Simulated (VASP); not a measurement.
# Pt (I4/mmm) in VASP: notebook

The runs below take Pt through single point, with LDA.

Everything below comes from runs of VASP 6.6.1. Logs are shortened: lines on timing, memory, paths and dates and some standing lists are left out, and cuts for length are marked.

## 1. The cell of the first run

The structure is tetragonal, space group I4/mmm (No. 139). The conventional cell has a = 3.213 Å, b = 3.213 Å, c = 2.859 Å, α = 90.00°, β = 90.00°, γ = 90.00°. Pt (site symmetry 4/mmm) has 14 Pt at 2.68 to 3.21 Å within 3.5 Å.

## 2. Single point, LDA (14.76 Å³/atom)

Contents of INCAR:

```
SYSTEM = Pt
ALGO = Normal
EDIFF = 1E-7
ENCUT = 520
GGA = CA
ISIF = 2
ISMEAR = 0
LASPH = .True.
LCHARG = .False.
LREAL = .False.
LWAVE = .False.
NBANDS = 11
NELM = 80
PREC = Accurate
SIGMA = 0.15
```

Contents of KPOINTS:

```
k-points
0
Gamma
  22 22 22
  0 0 0
```

Contents of POSCAR:

```
Pt
1.0
    0.0000000000      2.2718751899      1.4294638695
    2.2718751899      0.0000000000      1.4294638695
    2.2718751899      2.2718751899      0.0000000000
Pt
1
Direct
    0.0000000000      0.0000000000      0.0000000000
```

Potentials or basis: VASP PAW LDA potentials, release 64 (Pt).

On the command line:

```bash
> cat potpaw_LDA.64/Pt/POTCAR > POTCAR
> mpirun -np 1 vasp_std > vasp.out
```

OUTCAR:

```text
SYSTEM = Pt
   EDIFF = 1E-7
   ENCUT = 520
   GGA = CA
   ISIF = 2
   ISMEAR = 0
   LASPH = .True.
   LREAL = .False.
   NELM = 80
   PREC = Accurate

 ion  position               nearest neighbor table
   1  0.000  0.000  0.000-

  LATTYP: Found a body centered tetragonal cell.
 ALAT       =     3.2129167056
 C/A-ratio  =     0.8898231735

  Lattice vectors:

 A1 = (   0.0000000000,  -2.2718751899,  -1.4294638695)
 A2 = (   0.0000000000,   2.2718751899,  -1.4294638695)
 A3 = (   2.2718751899,   0.0000000000,   1.4294638695)

Analysis of symmetry for initial positions (statically):
=====================================================================
 Subroutine PRICEL returns:
 Original cell was already a primitive cell.

 Routine SETGRP: Setting up the symmetry group for a
 body centered tetragonal supercell.

 Subroutine GETGRP returns: Found 16 space group operations
 (whereof 16 operations were pure point group operations)
 out of a pool of 16 trial point group operations.

The static configuration has the point symmetry D_4h.

Analysis of symmetry for dynamics (positions and initial velocities):
=====================================================================
 Subroutine PRICEL returns:
 Original cell was already a primitive cell.

 Routine SETGRP: Setting up the symmetry group for a
 body centered tetragonal supercell.

 Subroutine GETGRP returns: Found 16 space group operations
 (whereof 16 operations were pure point group operations)
 out of a pool of 16 trial point group operations.

The dynamic configuration has the point symmetry D_4h.

 Subroutine INISYM returns: Found 16 space group operations
 (whereof 16 operations are pure point group operations),
 and found     1 'primitive' translations

----------------------------------------------------------------------------------------

                                     Primitive cell

  volume of cell :      14.7561

  direct lattice vectors                    reciprocal lattice vectors
     0.000000000  2.271875190  1.429463869    -0.220082513  0.220082513  0.349781488
     2.271875190  0.000000000  1.429463869     0.220082513 -0.220082513  0.349781488
     2.271875190  2.271875190  0.000000000     0.220082513  0.220082513 -0.349781488

  length of vectors
     2.684172840  2.684172840  3.212916706     0.468209050  0.468209050  0.468209050

[... 77 lines left out ...]
   NELM   =     80;   NELMIN=  2; NELMDL= -5     # of ELM steps
   EDIFF  = 0.1E-06   stopping-criterion for ELM
   LREAL  =      F    real-space projection
   EDIFFG = 0.1E-05   stopping-criterion for IOM
   NSW    =      0    number of steps for IOM
   IBRION =     -1    ionic relax: 0-MD 1-quasi-New 2-CG
   NFREE  =      0    steps in history (QN), initial steepest desc. (CG)
   ISIF   =      2    stress and relaxation
   ISYM   =      2    0-nonsym 1-usesym 2-fastsym
   POTIM  = 0.5000    time-step for ionic-motion
   TEBEG  =    0.0;   TEEND  =   0.0 temperature during run
   PSTRESS=    0.0 pullay stress
   NELECT =      10.0000    total number of electrons
   NUPDOWN=      -1.0000    fix difference up-down
   EMIN   =  10.00;   EMAX   =-10.00  energy-range for DOS
   EFERMI =   0.00;   METHOD = LEGACY
   ISMEAR =     0;   SIGMA  =   0.15  broadening in eV -4-tet -1-fermi 0-gaus
   EFERMI_NEDOS =   21; number of points for ismear=-14 and -15
   IALGO  =     38    algorithm
   IMIX   =      4    mixing-type and parameters
     AMIX     =   0.40;   BMIX     =  1.00
     AMIX_MAG =   1.60;   BMIX_MAG =  1.00
  volume/ion in A,a.u.               =      14.76        99.58
  Fermi-wavevector in a.u.,A,eV,Ry     =   1.437973  2.717375 28.133677  2.067767
  Thomas-Fermi vector in A             =   2.556992
   LORBIT       =      0    0 simple, 1 ext, 2 COOP (PROOUT), +10 PAW based schemes
   GGA     = CA    functional components
   LHFCALC =     F    Hartree Fock is set to
   AEXX    =    0.0000 exact exchange contribution
   IVDW    =     0    specifies the selected vdW correction
   LEPSILON=     F    determine dielectric tensor
   LRPA    =     F    only Hartree local field effects (RPA)
 non-spin polarized calculation
 Gauss-broadening in eV      SIGMA  =   0.15
  energy-cutoff  :      520.00
  volume of cell :       14.76
 maximum number of plane-waves:       412
   NGX =  9   NGY =  9   NGZ = 11

 number of electron      10.0000000 magnetization

 number of electron       9.9999999 magnetization

 Free energy of the ion-electron system (eV)
  ---------------------------------------------------
  ext. energy  EPLUGINS =         0.00000000
  ---------------------------------------------------
  free energy    TOTEN  =        -7.44055991 eV

  energy without entropy =       -7.42809603  energy(sigma->0) =       -7.43432797

 E-fermi :  11.4071     XC(G=0): -13.8089

 val. band max:       11.4042194137   @ k =  -0.4091   0.3182   0.1818
 cond. band min:      11.4101854602   @ k =   0.3636   0.0909   0.0455
 fundamental gap:      0.0059660465
 Fermi energy:        11.4070830779

 k-point     1 :       0.0000    0.0000    0.0000
  band No.  band energies     occupation
      1       1.0851      2.00000
      2       6.7562      2.00000
      3       7.9235      2.00000
      4       7.9235      2.00000
      5       9.2390      2.00000
      6      10.8564      2.00000
      7      27.6179      0.00000
      8      27.6179      0.00000
      9      30.2191      0.00000
     10      38.3456      0.00000
     11      38.3456      0.00000
[... 309 lines left out ...]
 k-point    24 :      -0.4545    0.0455    0.0000
  band No.  band energies     occupation
      1       4.1994      2.00000
      2       5.6291      2.00000
      3       9.8570      2.00000
      4      10.2663      2.00000
      5      12.1337      0.00000
      6      12.3112      0.00000
      7      19.3550      0.00000
      8      24.5918      0.00000
      9      26.8253      0.00000
     10      35.6523      0.00000
     11      36.5644      0.00000

 [... further k-points ...]
[... 5 lines left out ...]
  --------------------------------------------------------------------------------------
  -------------------------------------------------------------------------------------
  Total        0.7094963      0.7094963     -0.4727332      0.0000000      0.0000000     -0.0000000
  in kB       77.0350965     77.0350965    -51.3280263      0.0000000      0.0000000     -0.0000000
  external PRESSURE =      34.2473889 kB  Pullay stress =       0.0000000 kB

 VOLUME and BASIS-vectors are now :
 -----------------------------------------------------------------------------
  energy-cutoff  :      520.00
  volume of cell :       14.76
      direct lattice vectors                 reciprocal lattice vectors
     0.000000000  2.271875190  1.429463869    -0.220082513  0.220082513  0.349781488
     2.271875190  0.000000000  1.429463869     0.220082513 -0.220082513  0.349781488
     2.271875190  2.271875190  0.000000000     0.220082513  0.220082513 -0.349781488

 POSITION                                       TOTAL-FORCE (eV/Angst)
 -----------------------------------------------------------------------------------
      0.00000      0.00000      0.00000         0.000000     -0.000000     -0.000000
 -----------------------------------------------------------------------------------
    total drift:                                0.000000     -0.000000     -0.000000

  FREE ENERGIE OF THE ION-ELECTRON SYSTEM (eV)
  ---------------------------------------------------
  free  energy   TOTEN  =        -7.4405599135 eV

  energy  without entropy=       -7.4280960316  energy(sigma->0) =       -7.43432797
```

OSZICAR:

```text
N       E                     dE             d eps       ncg     rms          rms(c)
DAV:   1     0.387706989198E+02    0.38771E+02   -0.53648E+03 18612   0.847E+02
DAV:   2    -0.726657191940E+01   -0.46037E+02   -0.44265E+02 20973   0.179E+02
DAV:   3    -0.787134205806E+01   -0.60477E+00   -0.60215E+00 21572   0.195E+01
DAV:   4    -0.787365524011E+01   -0.23132E-02   -0.23130E-02 21325   0.142E+00
DAV:   5    -0.787367276373E+01   -0.17524E-04   -0.17523E-04 21696   0.114E-01    0.137E+01
DAV:   6    -0.748975153516E+01    0.38392E+00   -0.85629E-01 19932   0.724E+00    0.705E+00
DAV:   7    -0.744537411858E+01    0.44377E-01   -0.13954E-01 21177   0.282E+00    0.259E+00
DAV:   8    -0.744076013521E+01    0.46140E-02   -0.65350E-03 20213   0.766E-01    0.562E-01
DAV:   9    -0.744055681428E+01    0.20332E-03   -0.18293E-04 20777   0.127E-01    0.157E-02
DAV:  10    -0.744055984259E+01   -0.30283E-05   -0.26936E-06 21918   0.122E-02    0.204E-03
DAV:  11    -0.744055991350E+01   -0.70917E-07   -0.81869E-08 20801   0.263E-03
   1 F= -.74405599E+01 E0= -.74343280E+01  d E =-.124639E-01
```

stdout:

```text
POSCAR found type information on POSCAR Pt
 POSCAR found :  1 types and       1 ions
 scaLAPACK will be used
 LDA part: xc-table for (Slater(with rela. corr.)+CA(PZ))
 , standard interpolation
 POSCAR, INCAR and KPOINTS ok, starting setup
 FFT: planning ... GRIDC
 FFT: planning ... GRID_SOFT
 FFT: planning ... GRID
 WAVECAR not read
 entering main loop
```

Run time: 2.3 min. Hardware: 1 thread of Intel Xeon 8259CL, shared host; peak memory 0.24 GiB.

Results:

```yaml
Free_energy: -7.4406 eV
Pressure: 3.4 GPa
Band_gap_on_the_k_mesh: zero (bands 5 and 6 overlap by 2.39 eV)
```

Caveat: the stress differs along the axes, from -5 to 8 GPa; spin-orbit coupling is left out, which moves the levels of the heavy elements.

## 3. Single point, LDA (14.76 Å³/atom)

Contents of INCAR:

```
SYSTEM = Pt
PREC = Accurate
ENCUT = 520
EDIFF = 1E-7
ISMEAR = 0
SIGMA = 0.15
LREAL = .False.
LASPH = .True.
NELM = 100
ALGO = Normal
ISIF = 2
LWAVE = .False.
LCHARG = .False.
NBANDS = 11
```

Contents of KPOINTS:

```
Automatic mesh
0
Gamma
  22 22 22
  0 0 0
```

Contents of POSCAR:

```
Pt
1.0
    0.0000000000      1.9975176201      1.8491020610
    1.9975176201      0.0000000000      1.8491020610
    1.9975176201      1.9975176201      0.0000000000
Pt
1
Direct
    0.0000000000      0.0000000000      0.0000000000
```

Potentials or basis: VASP PAW LDA potentials, release 64 (Pt).

On the command line:

```bash
> cat potpaw_LDA.64/Pt/POTCAR > POTCAR
> mpirun -np 1 vasp_std > vasp.out
```

Run time: 2.3 min. Hardware: 1 thread of Intel Xeon 8259CL, shared host; peak memory 0.25 GiB.

The run converged. Its results:

* Free energy: -7.5004 eV
* Pressure: 1.4 GPa
* Band gap on the k mesh: zero (bands 5 and 6 overlap by 2.69 eV)

Stress tensor (GPa, compression positive):
```
-0.61  0.00  0.00
 0.00 -0.61  0.00
 0.00  0.00  5.51
```

Levels at points of the mesh, in eV from the Fermi level:
```csv
k point,band 2,band 3,band 4,band 5,band 6,band 7,band 8,band 9
"(0.00, 0.00, 0.00)",-4.18,-4.18,-3.29,-2.21,-1.17,14.69,18.94,18.94
"(0.50, 0.00, 0.00)",-4.44,-3.48,-0.52,-0.17,0.33,6.08,14.04,18.37
"(0.50, 0.50, 0.00)",-6.86,0.04,0.57,0.57,2.83,10.52,10.52,10.52
"(0.50, 0.00, 0.50)",-6.80,0.00,0.16,0.85,1.27,8.51,11.66,12.27
```

Caveat: the stress differs along the axes, from -1 to 6 GPa; spin-orbit coupling is left out, which moves the levels of the heavy elements.

## 4. Single point, LDA (14.76 Å³/atom)

Contents of INCAR:

```
SYSTEM = Pt
PREC = Accurate ; ENCUT = 520
EDIFF = 1E-7 ; ISMEAR = 0
SIGMA = 0.15 ; LREAL = .FALSE.
LASPH = .TRUE. ; NELM = 60
ALGO = Normal ; ISIF = 2
LWAVE = .FALSE. ; LCHARG = .TRUE.
GGA = CA ; LELF = .TRUE.
LVHAR = .TRUE. ; NBANDS = 11
```

Contents of KPOINTS:

```
regular mesh
0
G
  22 22 22
  0 0 0
```

Contents of POSCAR:

```
Pt
1.0
    0.0000000000      2.1030671431      1.6681528579
    2.1030671431      0.0000000000      1.6681528579
    2.1030671431      2.1030671431      0.0000000000
Pt
1
Direct
    0.0000000000      0.0000000000      0.0000000000
```

Potentials or basis: VASP PAW LDA potentials, release 64 (Pt).

On the command line:

```bash
> cat potpaw_LDA.64/Pt/POTCAR > POTCAR
> mpirun -np 1 vasp_std > vasp.out
```

OUTCAR:

```text
SYSTEM = Pt
   PREC = Accurate
   ENCUT = 520
   EDIFF = 1E-7
   ISMEAR = 0
   LREAL = .FALSE.
   LASPH = .TRUE.
   NELM = 60
   ISIF = 2
   GGA = CA

 ion  position               nearest neighbor table
   1  0.000  0.000  0.000-

  LATTYP: Found a body centered tetragonal cell.
 ALAT       =     2.9741860764
 C/A-ratio  =     1.1217541977

  Lattice vectors:

 A1 = (   0.0000000000,  -2.1030671431,  -1.6681528579)
 A2 = (   0.0000000000,   2.1030671431,  -1.6681528579)
 A3 = (   2.1030671431,   0.0000000000,   1.6681528579)

Analysis of symmetry for initial positions (statically):
=====================================================================
 Subroutine PRICEL returns:
 Original cell was already a primitive cell.

 Routine SETGRP: Setting up the symmetry group for a
 body centered tetragonal supercell.

 Subroutine GETGRP returns: Found 16 space group operations
 (whereof 16 operations were pure point group operations)
 out of a pool of 16 trial point group operations.

The static configuration has the point symmetry D_4h.

Analysis of symmetry for dynamics (positions and initial velocities):
=====================================================================
[... 162 lines left out ...]
 fundamental gap:      0.0088991026
 Fermi energy:        11.3677414955

 k-point     1 :       0.0000    0.0000    0.0000
  band No.  band energies     occupation
      1       1.0846      2.00000
      2       7.2084      2.00000
      3       7.2084      2.00000
      4       8.2046      2.00000
      5       9.4535      2.00000
      6      10.6699      2.00000
      7      27.0974      0.00000
      8      29.1858      0.00000
      9      29.1858      0.00000
     10      36.5166      0.00000
     11      38.1650      0.00000
[... 309 lines left out ...]
 k-point    24 :      -0.4545    0.0455    0.0000
  band No.  band energies     occupation
      1       4.1042      2.00000
      2       6.3895      2.00000
      3       8.9715      2.00000
      4      10.1830      2.00000
      5      11.6942      0.00208
      6      12.1748      0.00000
      7      18.3107      0.00000
      8      25.2605      0.00000
      9      28.7687      0.00000
     10      33.7563      0.00000
     11      38.1469      0.00000

 [... further k-points ...]
[... 5 lines left out ...]
  --------------------------------------------------------------------------------------
  -------------------------------------------------------------------------------------
  Total        0.0754330      0.0754330      0.7968753      0.0000000      0.0000000      0.0000000
  in kB        8.1903016      8.1903016     86.5224560      0.0000000      0.0000000      0.0000000
  external PRESSURE =      34.3010198 kB  Pullay stress =       0.0000000 kB

 VOLUME and BASIS-vectors are now :
 -----------------------------------------------------------------------------
  energy-cutoff  :      520.00
  volume of cell :       14.76
      direct lattice vectors                 reciprocal lattice vectors
     0.000000000  2.103067143  1.668152858    -0.237747997  0.237747997  0.299732724
     2.103067143  0.000000000  1.668152858     0.237747997 -0.237747997  0.299732724
     2.103067143  2.103067143  0.000000000     0.237747997  0.237747997 -0.299732724

 POSITION                                       TOTAL-FORCE (eV/Angst)
 -----------------------------------------------------------------------------------
      0.00000      0.00000      0.00000         0.000000      0.000000      0.000000
 -----------------------------------------------------------------------------------
    total drift:                                0.000000     -0.000000     -0.000000

  FREE ENERGIE OF THE ION-ELECTRON SYSTEM (eV)
  ---------------------------------------------------
  free  energy   TOTEN  =        -7.4260667519 eV

  energy  without entropy=       -7.4139022262  energy(sigma->0) =       -7.41998449
```

Wall time 2.2 min (1 thread of Intel Xeon 8259CL, shared host); peak memory 0.24 GiB.

What came out:

| Item | Value |
| --- | --- |
| Free energy | -7.4261 eV |
| Pressure | 3.4 GPa |
| Band gap on the k mesh | zero (bands 5 and 6 overlap by 2.43 eV) |

Stress tensor (GPa, compression positive):
```
0.82 0.00 0.00
0.00 0.82 0.00
0.00 0.00 8.65
```

Levels at points of the mesh, in eV from the Fermi level:
```csv
k point,band 2,band 3,band 4,band 5,band 6,band 7,band 8,band 9
"(0.00, 0.00, 0.00)",-4.16,-4.16,-3.16,-1.91,-0.70,15.73,17.82,17.82
"(0.50, 0.00, 0.00)",-5.07,-2.16,-0.54,-0.21,0.97,6.54,13.64,17.27
"(0.50, 0.50, 0.00)",-6.77,0.35,0.68,0.68,5.53,8.96,8.96,13.09
"(0.50, 0.00, 0.50)",-6.17,-0.49,-0.33,0.57,1.25,7.59,12.49,14.51
```

Caveat: the stress differs along the axes, from 1 to 9 GPa; spin-orbit coupling is left out, which moves the levels of the heavy elements.

## 5. Overview

```csv
cell,gap on the mesh (eV),pressure (GPa)
"a = 2.684, b = 2.684, c = 3.213 Å, angles 53.2, 53.2, 73.5°, 1 atom",none,3.4
"a = 2.722, b = 2.722, c = 2.825 Å, angles 58.7, 58.7, 62.5°, 1 atom",none,1.4
"a = 2.684, b = 2.684, c = 2.974 Å, angles 56.4, 56.4, 67.3°, 1 atom",none,3.4
```

Alike in all rows: task single point; level LDA; potentials or basis VASP PAW LDA potentials, release 64 (Pt); no spin polarisation; k mesh 22 × 22 × 22; cutoff (eV) 520; smearing gaussian 0.15 eV.

Caveats: spin-orbit coupling is left out, which moves the levels of the heavy elements; the stress differs along the axes, from -5 to 8 GPa (at least some runs); the stress differs along the axes, from -1 to 6 GPa (at least some runs); the stress differs along the axes, from 1 to 9 GPa (at least some runs).

Absolute energies hang on the potentials; compare differences alone.
